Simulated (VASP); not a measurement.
# HfO2 (Fm-3m) in VASP: further runs, part 2 of 2

VASP 6.6.1.

**4. Single point, PBEsol+D3(BJ), collinear spin, zero start (volume scaled by 1.02)**

The input, INCAR:

```
PREC = Accurate
ENCUT = 520
EDIFF = 1E-6
ISMEAR = -1
SIGMA = 0.05
LREAL = F
LASPH = T
NELM = 150
ALGO = Normal
ISIF = 2
LWAVE = F
LCHARG = F
ISPIN = 2
MAGMOM = 0 0 0
LORBIT = 11
NUPDOWN = 0.0
LMAXMIX = 4
GGA = PS
IVDW = 12
NBANDS = 22
```

The input, KPOINTS:

```
regular mesh
0
Gamma
  9 9 9
```

The input, POSCAR:

```
HfO2
1.0
    0.0000000000      2.5744375797      2.5744375797
    2.5744375797      0.0000000000      2.5744375797
    2.5744375797      2.5744375797      0.0000000000
Hf O
1 2
Direct
    0.0000000000      0.0000000000      0.0000000000
    0.7500000000      0.7500000000      0.7500000000
    0.2500000000      0.2500000000      0.2500000000
```

Potentials or basis: VASP PAW PBE potentials, release 64 (Hf_pv, O).

Launch:

```sh
$ cat potpaw_PBE.64/Hf_pv/POTCAR potpaw_PBE.64/O/POTCAR > POTCAR
$ mpirun -np 1 vasp_std > vasp.out
```

OUTCAR:

```text
PREC = Accurate
   ENCUT = 520
   EDIFF = 1E-6
   ISMEAR = -1
   LREAL = F
   LASPH = T
   NELM = 150
   ISIF = 2
   ISPIN = 2
   LORBIT = 11
   NUPDOWN = 0.0
   GGA = PS
   IVDW = 12
 IVDW          = 12

 ion  position               nearest neighbor table
   1  0.000  0.000  0.000-   2 2.23   3 2.23   2 2.23   2 2.23   2 2.23   3 2.23   3 2.23   3 2.23

   2  0.750  0.750  0.750-   1 2.23   1 2.23   1 2.23   1 2.23
   3  0.250  0.250  0.250-   1 2.23   1 2.23   1 2.23   1 2.23

  LATTYP: Found a face centered cubic cell.
 ALAT       =     5.1488751594

  Lattice vectors:

 A1 = (   0.0000000000,   2.5744375797,   2.5744375797)
 A2 = (   2.5744375797,   0.0000000000,   2.5744375797)
 A3 = (   2.5744375797,   2.5744375797,   0.0000000000)

Analysis of symmetry for initial positions (statically):
=====================================================================
 Subroutine PRICEL returns:
 Original cell was already a primitive cell.

 Routine SETGRP: Setting up the symmetry group for a
 face centered cubic supercell.

 Subroutine GETGRP returns: Found 48 space group operations
[... 9 lines left out ...]

 Routine SETGRP: Setting up the symmetry group for a
 face centered cubic supercell.

 Subroutine GETGRP returns: Found 48 space group operations
 (whereof 48 operations were pure point group operations)
 out of a pool of 48 trial point group operations.

The dynamic configuration has the point symmetry O_h .

Analysis of structural, dynamic, and magnetic symmetry:
=====================================================================
 Subroutine PRICEL returns:
 Original cell was already a primitive cell.

 Routine SETGRP: Setting up the symmetry group for a
 face centered cubic supercell.

 Subroutine GETGRP returns: Found 48 space group operations
 (whereof 48 operations were pure point group operations)
 out of a pool of 48 trial point group operations.

The overall configuration has the point symmetry O_h .

[... 145 lines left out ...]
  free energy    TOTEN  =       -31.49438328 eV

  energy without entropy =      -31.49438328  energy(sigma->0) =      -31.49438328

 E-fermi :   4.8490     XC(G=0): -11.8591

 val. band max:        3.6925575945   @ k =  -0.4444   0.4444   0.0000
 cond. band min:       7.3491877357   @ k =   0.4444   0.4444   0.0000
 fundamental gap:      3.6566301412
 Fermi energy:         4.8490198539

 spin component 1

 k-point     1 :       0.0000    0.0000    0.0000
  band No.  band energies     occupation
      1     -26.0966      1.00000
      2     -26.0966      1.00000
      3     -26.0966      1.00000
      4     -14.6593      1.00000
      5     -11.7918      1.00000
      6      -1.3791      1.00000
[... 589 lines left out ...]
     21      20.3367      0.00000
     22      20.3367      0.00000

 [... further k-points ...]

 spin component 2

 k-point     1 :       0.0000    0.0000    0.0000
  band No.  band energies     occupation
      1     -26.0966      1.00000
      2     -26.0966      1.00000
      3     -26.0966      1.00000
      4     -14.6593      1.00000
      5     -11.7918      1.00000
      6      -1.3791      1.00000
[... 589 lines left out ...]
     21      20.3367      0.00000
     22      20.3367      0.00000

 [... further k-points ...]

------------------------ aborting loop because EDIFF is reached ----------------------------------------

 Edisp (eV)   -0.64943

 E8    (eV) :    -0.4372

  FORCE on cell =-STRESS in cart. coord.  units (eV):
  Direction    XX          YY          ZZ          XY          YZ          ZX
  --------------------------------------------------------------------------------------
  -------------------------------------------------------------------------------------
  Total      -4.40044    -4.40044    -4.40044    -0.00000     0.00000     0.00000
  in kB    -206.59969  -206.59969  -206.59969    -0.00000     0.00000     0.00000
  external pressure =     -206.60 kB  Pullay stress =        0.00 kB

 VOLUME and BASIS-vectors are now :
 -----------------------------------------------------------------------------
  energy-cutoff  :      520.00
  volume of cell :       34.13
      direct lattice vectors                 reciprocal lattice vectors
     0.000000000  2.574437580  2.574437580    -0.194217177  0.194217177  0.194217177
     2.574437580  0.000000000  2.574437580     0.194217177 -0.194217177  0.194217177
     2.574437580  2.574437580  0.000000000     0.194217177  0.194217177 -0.194217177

 POSITION                                       TOTAL-FORCE (eV/Angst)
 -----------------------------------------------------------------------------------
      0.00000      0.00000      0.00000         0.000000      0.000000      0.000000
      3.86166      3.86166      3.86166        -0.000000     -0.000000     -0.000000
      1.28722      1.28722      1.28722         0.000000      0.000000      0.000000
 -----------------------------------------------------------------------------------
    total drift:                                0.000000      0.000000      0.000000

  FREE ENERGIE OF THE ION-ELECTRON SYSTEM (eV)
  ---------------------------------------------------
  free  energy   TOTEN  =       -32.1438136288 eV

  energy  without entropy=      -32.1438136288  energy(sigma->0) =      -32.14381363

 total charge

# of ion       s       p       d       tot
------------------------------------------
    1        0.284   6.528   1.308   8.119
    2        1.554   3.502   0.000   5.056
    3        1.554   3.502   0.000   5.056
--------------------------------------------------
tot          3.391  13.532   1.308  18.232

 magnetization (x)

# of ion       s       p       d       tot
------------------------------------------
    1       -0.000  -0.000  -0.000  -0.000
    2        0.000  -0.000   0.000   0.000
    3        0.000  -0.000   0.000   0.000
--------------------------------------------------
tot          0.000  -0.000  -0.000  -0.000
```

OSZICAR:

```text
N       E                     dE             d eps       ncg     rms          rms(c)
DAV:   1     0.854854468037E+02    0.85485E+02   -0.12157E+04  3080   0.987E+02
DAV:   2    -0.328006074650E+02   -0.11829E+03   -0.11380E+03  3728   0.253E+02
DAV:   3    -0.368229216723E+02   -0.40223E+01   -0.40067E+01  3716   0.394E+01
DAV:   4    -0.368405452264E+02   -0.17624E-01   -0.17623E-01  3392   0.297E+00
DAV:   5    -0.368406321454E+02   -0.86919E-04   -0.86917E-04  3794   0.191E-01    0.448E+01
DAV:   6    -0.317096370918E+02    0.51310E+01   -0.14928E+01  3254   0.246E+01    0.389E+01
DAV:   7    -0.315584279055E+02    0.15121E+00   -0.61979E-01  3398   0.541E+00    0.278E+01
DAV:   8    -0.315282915065E+02    0.30136E-01   -0.37325E-01  3488   0.460E+00    0.105E+01
DAV:   9    -0.314943678843E+02    0.33924E-01   -0.81967E-02  3332   0.216E+00    0.339E+00
DAV:  10    -0.314943793116E+02   -0.11427E-04   -0.29534E-03  3680   0.351E-01    0.476E-01
DAV:  11    -0.314943832243E+02   -0.39127E-05   -0.22137E-04  3428   0.114E-01    0.280E-01
DAV:  12    -0.314943828267E+02    0.39766E-06   -0.13869E-05  3614   0.236E-02    0.552E-02
DAV:  13    -0.314943832817E+02   -0.45504E-06   -0.96052E-07  3162   0.632E-03
   1 F= -.32143814E+02 E0= -.32143814E+02  d E =-.400969E-11  mag=     0.0000
```

stdout:

```text
POSCAR found type information on POSCAR HfO
 POSCAR found :  2 types and       3 ions
 scaLAPACK will be used
 -----------------------------------------------------------------------------
|                                                                             |
|                                                                             |
|     You enforced a specific xc type in the INCAR file but a different       |
|     I HOPE YOU KNOW WHAT YOU ARE DOING!                                     |
|                                                                             |
 -----------------------------------------------------------------------------

 LDA part: xc-table for (Slater+PW92), standard interpolation
 POSCAR, INCAR and KPOINTS ok, starting setup
 FFT: planning ... GRIDC
 FFT: planning ... GRID_SOFT
 FFT: planning ... GRID
 WAVECAR not read
 entering main loop
```

Run time: 92 s. Hardware: 1 thread of Intel Xeon 8259CL, shared host; peak memory 0.21 GiB.

What came out:

```
Free energy                                           : -32.1438 eV
Pressure                                              : -20.7 GPa
Net moment                                            : 0.00 μB per cell
Valence electrons inside the program's atomic spheres : Hf 8.12; O 5.06
Dispersion energy per atom                            : -0.216 eV
```

Caveat: three body term missing; the PAW data sets were made with another functional, which shifts forces and pressure a little; spin-orbit coupling is left out, which moves the levels of the heavy elements; the total moment is fixed, so each spin has its own Fermi level.

**5. Single point, PBEsol+D3(BJ), collinear spin, zero start (volume scaled by 1.04)**

The input, INCAR:

```
SYSTEM = HfO2
ALGO     = Normal         ! electronic algorithm
EDIFF    = 1E-7           ! SCF threshold, eV
ENCUT    = 520            ! plane-wave cutoff, eV
GGA      = PS             ! functional
ISIF     = 2              ! what is computed and relaxed
ISMEAR   = -1             ! smearing method
ISPIN    = 2              ! spin polarisation
IVDW     = 12             ! dispersion correction
LASPH    = .True.         ! aspherical terms in the spheres
LCHARG   = .False.        ! write CHGCAR
LMAXMIX  = 4              ! l up to which the mixer works
LORBIT   = 11             ! projections on sites
LREAL    = .False.        ! projectors in reciprocal space
LWAVE    = .False.        ! write WAVECAR
MAGMOM   = 0 0 0          ! initial moments
NBANDS   = 22             ! bands
NELM     = 150            ! most SCF steps
NUPDOWN  = 0.0            ! fixed moment
PREC     = Accurate       ! precision mode
SIGMA    = 0.05           ! smearing width, eV
```

The input, KPOINTS:

```
k-points
0
Gamma
  9 9 9
  0 0 0
```

The input, POSCAR:

```
HfO2
1.0
    0.0000000000      2.5911551753      2.5911551753
    2.5911551753      0.0000000000      2.5911551753
    2.5911551753      2.5911551753      0.0000000000
Hf O
1 2
Direct
    0.0000000000      0.0000000000      0.0000000000
    0.7500000000      0.7500000000      0.7500000000
    0.2500000000      0.2500000000      0.2500000000
```

Launch:

```sh
$ cat potpaw_PBE.64/Hf_pv/POTCAR potpaw_PBE.64/O/POTCAR > POTCAR
$ mpirun -np 1 vasp_std > vasp.out
```

Run time: 96 s. Hardware: 1 thread of Intel Xeon 8259CL, shared host; peak memory 0.21 GiB.

The run converged. Its results:

| Item | Value |
| --- | --- |
| Free energy | -32.0510 eV |
| Pressure | -24.1 GPa |
| Net moment | 0.00 μB per cell |
| Valence electrons inside the program's atomic spheres | Hf 8.07; O 5.04 |
| Dispersion energy per atom | -0.212 eV |

Caveat: three body term missing; the PAW data sets were made with another functional, which shifts forces and pressure a little; spin-orbit coupling is left out, which moves the levels of the heavy elements; the total moment is fixed, so each spin has its own Fermi level.

**6. Summary**

```tsv
cell	pressure (GPa)	moment (μB)
a = 3.593 Å, angles 60.0°, 3 atoms	-12.4	0.00
a = 3.617 Å, angles 60.0°, 3 atoms	-16.8	0.00
a = 3.641 Å, angles 60.0°, 3 atoms	-20.7	0.00
a = 3.664 Å, angles 60.0°, 3 atoms	-24.1	0.00
```

Alike in all rows: task single point; level PBEsol+D3(BJ); potentials or basis VASP PAW PBE potentials, release 64 (Hf_pv, O); spin collinear, zero start; fixed moment (μB) 0.0; k mesh 9 × 9 × 9; cutoff (eV) 520; smearing fermi-dirac 0.05 eV.

Caveats: three body term missing; the PAW data sets were made with another functional, which shifts forces and pressure a little; spin-orbit coupling is left out, which moves the levels of the heavy elements; the total moment is fixed, so each spin has its own Fermi level.

Total energies depend on the potentials used, so only differences within one code and one set of settings carry meaning.
